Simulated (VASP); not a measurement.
# HfC in VASP: a series of runs

HfC is run at these levels: PBE, PBEsol+D4+U; tasks: single point, relaxation of the atoms.

All numbers are computed with VASP 6.6.1; they aren't measurements. Logs are shortened: lines on timing, memory, paths and dates and some standing lists are left out, and cuts for length are marked.

### 1 The cell of the first run

The structure is cubic, space group Fm-3m (No. 225). Conventional cell: a = 4.650 Å, b = 4.650 Å, c = 4.650 Å, α = 90.00°, β = 90.00°, γ = 90.00°. Hf (site symmetry m-3m) has 6 C at 2.33 Å within 3.1 Å. C (site symmetry m-3m) has 6 Hf at 2.33 Å within 3.1 Å.

### 2 Single point, PBE

INCAR

```
SYSTEM = HfC
  PREC = Accurate
  ENCUT = 600
  EDIFF = 1E-6
  ISMEAR = 0
  SIGMA = 0.019000000000000003
  LREAL = .FALSE.
  LASPH = .TRUE.
  NELM = 120
  ALGO = Normal
  ISIF = 2
  LWAVE = .FALSE.
  LCHARG = .FALSE.
  GGA = PE
  NBANDS = 14
  GGA_COMPAT = .FALSE.
```

KPOINTS

```
regular mesh
0
G
  10 10 10
  0 0 0
```

POSCAR

```
HfC
1.0
    0.0000000000      2.3250000000      2.3250000000
    2.3250000000      0.0000000000      2.3250000000
    2.3250000000      2.3250000000      0.0000000000
Hf C
1 1
Direct
    0.5000000000      0.5000000000      0.5000000000
    0.0000000000      0.0000000000      0.0000000000
```

Potentials or basis: VASP PAW PBE potentials, release 64 (Hf_pv, C).

Command:

```console
$ cat potpaw_PBE.64/Hf_pv/POTCAR potpaw_PBE.64/C/POTCAR > POTCAR
$ mpirun -np 1 vasp_std > vasp.out
```

OUTCAR:

```text
SYSTEM = HfC
   PREC = Accurate
   ENCUT = 600
   EDIFF = 1E-6
   ISMEAR = 0
   LREAL = .FALSE.
   LASPH = .TRUE.
   NELM = 120
   ISIF = 2
   GGA = PE

 ion  position               nearest neighbor table
   1  0.500  0.500  0.500-   2 2.33   2 2.33   2 2.33   2 2.33   2 2.33   2 2.33
   2  0.000  0.000  0.000-   1 2.33   1 2.33   1 2.33   1 2.33   1 2.33   1 2.33

  LATTYP: Found a face centered cubic cell.
 ALAT       =     4.6500000000

  Lattice vectors:

 A1 = (   0.0000000000,   2.3250000000,   2.3250000000)
 A2 = (   2.3250000000,   0.0000000000,   2.3250000000)
 A3 = (   2.3250000000,   2.3250000000,   0.0000000000)

Analysis of symmetry for initial positions (statically):
=====================================================================
 Subroutine PRICEL returns:
 Original cell was already a primitive cell.

 Routine SETGRP: Setting up the symmetry group for a
 face centered cubic supercell.

 Subroutine GETGRP returns: Found 48 space group operations
 (whereof 48 operations were pure point group operations)
 out of a pool of 48 trial point group operations.

The static configuration has the point symmetry O_h .

Analysis of symmetry for dynamics (positions and initial velocities):
=====================================================================
 Subroutine PRICEL returns:
 Original cell was already a primitive cell.

 Routine SETGRP: Setting up the symmetry group for a
 face centered cubic supercell.

 Subroutine GETGRP returns: Found 48 space group operations
 (whereof 48 operations were pure point group operations)
 out of a pool of 48 trial point group operations.

The dynamic configuration has the point symmetry O_h .

 Subroutine INISYM returns: Found 48 space group operations
 (whereof 48 operations are pure point group operations),
 and found     1 'primitive' translations

----------------------------------------------------------------------------------------

                                     Primitive cell

  volume of cell :      25.1362

  direct lattice vectors                    reciprocal lattice vectors
     0.000000000  2.325000000  2.325000000    -0.215053763  0.215053763  0.215053763
     2.325000000  0.000000000  2.325000000     0.215053763 -0.215053763  0.215053763
     2.325000000  2.325000000  0.000000000     0.215053763  0.215053763 -0.215053763

  length of vectors
     3.288046533  3.288046533  3.288046533     0.372484045  0.372484045  0.372484045

  position of ions in fractional coordinates (direct lattice)
     0.500000000  0.500000000  0.500000000
     0.000000000  0.000000000  0.000000000

  ion indices of the primitive-cell ions
   primitive index   ion index
                 1           1
                 2           2

----------------------------------------------------------------------------------------

 KPOINTS: regular mesh

Automatic generation of k-mesh.
 Grid dimensions read from file:
 generate k-points for:   10   10   10

 Generating k-lattice:

  Cartesian coordinates                     Fractional coordinates (reciprocal lattice)
    -0.021505376  0.021505376  0.021505376     0.100000000  0.000000000  0.000000000
     0.021505376 -0.021505376  0.021505376     0.000000000  0.100000000  0.000000000
     0.021505376  0.021505376 -0.021505376     0.000000000  0.000000000  0.100000000

  Length of vectors
     0.037248404  0.037248404  0.037248404

  Shift w.r.t. Gamma in fractional coordinates (k-lattice)
     0.000000000  0.000000000  0.000000000

 Subroutine IBZKPT returns following result:
 ===========================================

 Found     47 irreducible k-points:

 Following reciprocal coordinates:
            Coordinates               Weight
  0.000000  0.000000  0.000000      1.000000
  0.100000  0.000000  0.000000      8.000000
  0.200000  0.000000  0.000000      8.000000
  0.300000  0.000000  0.000000      8.000000
  0.400000  0.000000  0.000000      8.000000
  0.500000  0.000000  0.000000      4.000000
[... 16 lines left out ...]
  0.300000  0.300000  0.000000      6.000000
  0.400000  0.300000  0.000000     24.000000
 [... further k-points ...]
   k-points           NKPTS =     47   k-points in BZ     NKDIM =     47   number of bands    NBANDS=     14
   number of dos      NEDOS =    301   number of ions     NIONS =      2
   total plane-waves  NPLWV =  21952
   dimension x,y,z NGX =    28 NGY =   28 NGZ =   28
   dimension x,y,z NGXF=    56 NGYF=   56 NGZF=   56
   ions per type =               1   1
   NGX,Y,Z   is equivalent  to a cutoff of  14.16, 14.16, 14.16 a.u.
   NGXF,Y,Z  is equivalent  to a cutoff of  28.31, 28.31, 28.31 a.u.
 SYSTEM =  HfC
   PREC   = accura    normal or accurate (medium, high low for compatibility)
   ISTART =      0    job   : 0-new  1-cont  2-samecut
   ICHARG =      2    charge: 1-file 2-atom 10-const
   ISPIN  =      1    spin polarized calculation?
   LNONCOLLINEAR =      F non collinear calculations
   LSORBIT =      F    spin-orbit coupling
   LASPH  =      T    aspherical Exc in radial PAW
   ENCUT  =  600.0 eV  44.10 Ry    6.64 a.u.   6.57  6.57  6.57*2*pi/ulx,y,z
   NELM   =    120;   NELMIN=  2; NELMDL= -5     # of ELM steps
   EDIFF  = 0.1E-05   stopping-criterion for ELM
   LREAL  =      F    real-space projection
   EDIFFG = 0.1E-04   stopping-criterion for IOM
   NSW    =      0    number of steps for IOM
   IBRION =     -1    ionic relax: 0-MD 1-quasi-New 2-CG
   NFREE  =      0    steps in history (QN), initial steepest desc. (CG)
   ISIF   =      2    stress and relaxation
   ISYM   =      2    0-nonsym 1-usesym 2-fastsym
   POTIM  = 0.5000    time-step for ionic-motion
   TEBEG  =    0.0;   TEEND  =   0.0 temperature during run
   PSTRESS=    0.0 pullay stress
   NELECT =      14.0000    total number of electrons
   NUPDOWN=      -1.0000    fix difference up-down
   EMIN   =  10.00;   EMAX   =-10.00  energy-range for DOS
   EFERMI =   0.00;   METHOD = LEGACY
   ISMEAR =     0;   SIGMA  =   0.02  broadening in eV -4-tet -1-fermi 0-gaus
   EFERMI_NEDOS =   21; number of points for ismear=-14 and -15
   IALGO  =     38    algorithm
   IMIX   =      4    mixing-type and parameters
     AMIX     =   0.40;   BMIX     =  1.00
     AMIX_MAG =   1.60;   BMIX_MAG =  1.00
  volume/ion in A,a.u.               =      12.57        84.81
  Fermi-wavevector in a.u.,A,eV,Ry     =   1.346949  2.545365 24.684672  1.814272
  Thomas-Fermi vector in A             =   2.474740
   LORBIT       =      0    0 simple, 1 ext, 2 COOP (PROOUT), +10 PAW based schemes
   GGA     = PE    functional components
   LHFCALC =     F    Hartree Fock is set to
   AEXX    =    0.0000 exact exchange contribution
   IVDW    =     0    specifies the selected vdW correction
   LEPSILON=     F    determine dielectric tensor
   LRPA    =     F    only Hartree local field effects (RPA)
 non-spin polarized calculation
 Gauss-broadening in eV      SIGMA  =   0.02
  energy-cutoff  :      600.00
  volume of cell :       25.14
 maximum number of plane-waves:       869
 NGX is ok and might be reduce to    28
   NGX = 13   NGY = 13   NGZ = 13

 number of electron      14.0000000 magnetization

 Free energy of the ion-electron system (eV)
  ---------------------------------------------------
  ext. energy  EPLUGINS =         0.00000000
  ---------------------------------------------------
  free energy    TOTEN  =       -21.04397089 eV

  energy without entropy =      -21.04380713  energy(sigma->0) =      -21.04388901

 E-fermi :   5.9700     XC(G=0): -12.2853

 val. band max:        5.9657135413   @ k =   0.1000   0.0000   0.0000
 cond. band min:       6.1050602405   @ k =   0.1000   0.1000   0.0000
 fundamental gap:      0.1393466992
 Fermi energy:         5.9700151404

 k-point     1 :       0.0000    0.0000    0.0000
  band No.  band energies     occupation
      1     -23.6176      2.00000
      2     -23.6176      2.00000
      3     -23.6176      2.00000
      4      -6.3578      2.00000
      5       6.9506      0.00000
      6       6.9506      0.00000
      7       6.9506      0.00000
      8       7.3450      0.00000
      9       7.3450      0.00000
     10       7.3450      0.00000
     11       9.3442      0.00000
     12       9.3442      0.00000
     13      12.7794      0.00000
     14      16.9542      0.00000

 k-point     2 :       0.1000    0.0000    0.0000
  band No.  band energies     occupation
      1     -23.6863      2.00000
      2     -23.6243      2.00000
      3     -23.6243      2.00000
      4      -6.1082      2.00000
      5       5.5836      2.00000
      6       5.9657      1.25118
      7       5.9657      1.25117
      8       7.7521      0.00000
      9       7.7521      0.00000
     10       8.1101      0.00000
     11      10.4412      0.00000
     12      10.4412      0.00000
     13      13.3292      0.00000
     14      17.6476      0.00000

 k-point     3 :       0.2000    0.0000    0.0000
  band No.  band energies     occupation
      1     -23.8616      2.00000
      2     -23.6415      2.00000
      3     -23.6415      2.00000
      4      -5.4100      2.00000
      5       3.8008      2.00000
      6       4.7284      2.00000
      7       4.7284      2.00000
      8       8.4938      0.00000
      9       8.4938      0.00000
     10       8.6477      0.00000
     11      12.4280      0.00000
     12      12.4280      0.00000
     13      14.4801      0.00000
     14      19.2682      0.00000
[... 324 lines left out ...]
 k-point    23 :       0.3000    0.3000    0.0000
  band No.  band energies     occupation
      1     -24.0238      2.00000
      2     -23.7697      2.00000
      3     -23.7697      2.00000
      4      -4.5401      2.00000
      5       2.1569      2.00000
      6       5.0118      2.00000
      7       5.5451      2.00000
      8       5.5451      2.00000
      9      10.5036      0.00000
     10      11.9595      0.00000
     11      11.9595      0.00000
     12      13.3286      0.00000
     13      18.2824      0.00000
     14      19.6404      0.00000

 k-point    24 :       0.4000    0.3000    0.0000
  band No.  band energies     occupation
      1     -24.1075      2.00000
      2     -23.8147      2.00000
      3     -23.7941      2.00000
      4      -4.2739      2.00000
      5       2.2365      2.00000
      6       4.1527      2.00000
      7       5.2401      2.00000
      8       6.1647      0.00000
      9      11.3178      0.00000
     10      12.3364      0.00000
     11      12.4652      0.00000
     12      14.2269      0.00000
     13      17.5388      0.00000
     14      18.6114      0.00000

 [... further k-points ...]
[... 5 lines left out ...]
  --------------------------------------------------------------------------------------
  -------------------------------------------------------------------------------------
  Total       -0.0847962     -0.0847962     -0.0847962      0.0000000     -0.0000000      0.0000000
  in kB       -5.4049080     -5.4049080     -5.4049080      0.0000000     -0.0000000      0.0000000
  external PRESSURE =      -5.4049080 kB  Pullay stress =       0.0000000 kB

 VOLUME and BASIS-vectors are now :
 -----------------------------------------------------------------------------
  energy-cutoff  :      600.00
  volume of cell :       25.14
      direct lattice vectors                 reciprocal lattice vectors
     0.000000000  2.325000000  2.325000000    -0.215053763  0.215053763  0.215053763
     2.325000000  0.000000000  2.325000000     0.215053763 -0.215053763  0.215053763
     2.325000000  2.325000000  0.000000000     0.215053763  0.215053763 -0.215053763

 POSITION                                       TOTAL-FORCE (eV/Angst)
 -----------------------------------------------------------------------------------
      2.32500      2.32500      2.32500        -0.000000     -0.000000      0.000000
      0.00000      0.00000      0.00000         0.000000      0.000000      0.000000
 -----------------------------------------------------------------------------------
    total drift:                                0.000000      0.000000      0.000000

  FREE ENERGIE OF THE ION-ELECTRON SYSTEM (eV)
  ---------------------------------------------------
  free  energy   TOTEN  =       -21.0439708949 eV

  energy  without entropy=      -21.0438071334  energy(sigma->0) =      -21.04388901
```

It took 19 s on 1 thread of Intel Xeon Platinum 8375C at 2.90GHz (Ice Lake), shared host; peak memory 0.16 GiB.

Results:

```yaml
Free_energy: -21.0440 eV
Pressure: -0.5 GPa
Band_gap_on_the_k_mesh: zero (band 7 reaches 6.95 eV, above the bottom of band 8 at 5.55 eV)
```

Levels at points of the mesh, in eV from the Fermi level:
```
           k point  band 5  band 6  band 7  band 8  band 9  band 10
(0.00, 0.00, 0.00)    0.98    0.98    0.98    1.37    1.37     1.37
(0.50, 0.00, 0.00)   -6.16   -3.00   -3.00    5.30    5.30     5.76
(0.50, 0.50, 0.00)   -2.61   -1.79   -0.12   -0.12    5.29     6.72
```

Caveat: spin-orbit coupling is left out, which moves the levels of the heavy elements.

### 3 Relaxation of the atoms, PBEsol+D4+U (atoms moved at random)

INCAR

```
SYSTEM = HfC
  PREC = Accurate
  ENCUT = 520
  EDIFF = 1E-6
  ISMEAR = -1
  SIGMA = 0.15
  LREAL = .False.
  LASPH = .True.
  NELM = 150
  ALGO = Normal
  ISIF = 2
  LWAVE = .False.
  LCHARG = .False.
  LMAXMIX = 4
  LDAU = .True.
  LDAUTYPE = 2
  LDAUL = 2 -1
  LDAUU = 1 0
  LDAUJ = 0 0
  LDAUPRINT = 1
  GGA = PS
  IVDW = 13
  IBRION = 2
  NSW = 80
  EDIFFG = -0.01
```

KPOINTS

```
regular mesh
0
Gamma
  8 8 8
  0 0 0
```

POSCAR

```
HfC
1.0
    0.0000000000      2.3250000000      2.3250000000
    2.3250000000      0.0000000000      2.3250000000
    2.3250000000      2.3250000000      0.0000000000
Hf C
1 1
Direct
    0.4844870000      0.5272540000      0.4987720000
    0.0020070000      0.0190630000     -0.0238700000
```

Potentials or basis: VASP PAW PBE potentials, release 64 (Hf_pv, C).

Command:

```console
$ cat potpaw_PBE.64/Hf_pv/POTCAR potpaw_PBE.64/C/POTCAR > POTCAR
$ mpirun -np 1 vasp_std > vasp.out
```

Run time: 1.8 min. Hardware: 1 thread of Oxide Virtual Turin-like, shared host; peak memory 0.17 GiB.

The run converged. Its results:

```yaml
Free_energy: -21.7850 eV
Energy_gained_by_relaxing: 11.5 meV/atom
Ionic_steps: 3
Pressure_after_relaxing: -5.4 GPa
Band_gap_on_the_k_mesh: zero (band 7 reaches 6.92 eV, above the bottom of band 8 at 5.50 eV)
Dispersion_energy_per_atom: -0.144 eV
```

Step by step:
| step | energy change (eV) | largest force (eV/Å) | pressure (GPa) |
| --- | --- | --- | --- |
| 1 | 0.0000 | 0.5962 | -4.83 |
| 2 | -0.0216 | 0.1494 | -5.33 |
| 3 | -0.0230 | 0.0012 | -5.36 |

Final structure:
```yaml
crystal:
  lattice:
    - [0.00000, 2.32500, 2.32500]
    - [2.32500, 0.00000, 2.32500]
    - [2.32500, 2.32500, 0.00000]
  atoms:
    - { symbol: Hf, position: [0.49325, 0.52314, 0.48746] }
    - { symbol: C, position: [0.99325, 0.02318, 0.98744] }
```

Levels at points of the mesh, in eV from the Fermi level:
```
           k point  band 3  band 4  band 5  band 6  band 7  band 8  band 9  band 10  band 11
(0.00, 0.00, 0.00)  -29.67  -12.32    1.03    1.03    1.03    1.50    1.50     1.50     3.46
(0.50, 0.00, 0.00)  -29.74   -8.50   -6.17   -2.92   -2.92    5.48    5.48     5.89     6.44
(0.00, 0.50, 0.00)  -29.74   -8.50   -6.17   -2.92   -2.92    5.48    5.48     5.89     6.44
(0.00, 0.00, 0.50)  -29.74   -8.50   -6.17   -2.92   -2.92    5.48    5.48     5.89     6.44
(0.50, 0.50, 0.50)  -29.74   -8.50   -6.17   -2.92   -2.92    5.48    5.48     5.89     6.44
(0.50, 0.50, 0.00)  -29.91  -10.33   -2.63   -1.71   -0.09   -0.09    5.40     6.93     6.93
(0.00, 0.50, 0.50)  -29.91  -10.33   -2.63   -1.71   -0.09   -0.09    5.40     6.93     6.93
(0.50, 0.00, 0.50)  -29.91  -10.33   -2.63   -1.71   -0.09   -0.09    5.40     6.93     6.93
```

Eigenvalues of the final occupation matrices:
| site | spin | trace | eigenvalues |
| --- | --- | --- | --- |
| site 1 d | 1 | 0.84 | 0.12 0.12 0.12 0.24 0.24 |
| site 1 d | 2 | 0.84 | 0.12 0.12 0.12 0.24 0.24 |

Caveat: the cell differs from its parent crystal (atoms moved at random); the PAW data sets were made with another functional, which shifts forces and pressure a little; spin-orbit coupling is left out, which moves the levels of the heavy elements; U without spin polarisation on a metal has little footing; pairwise dispersion overbinds metals, which lowers pressure and volume; the U is typed as a test and isn't derived for this compound.
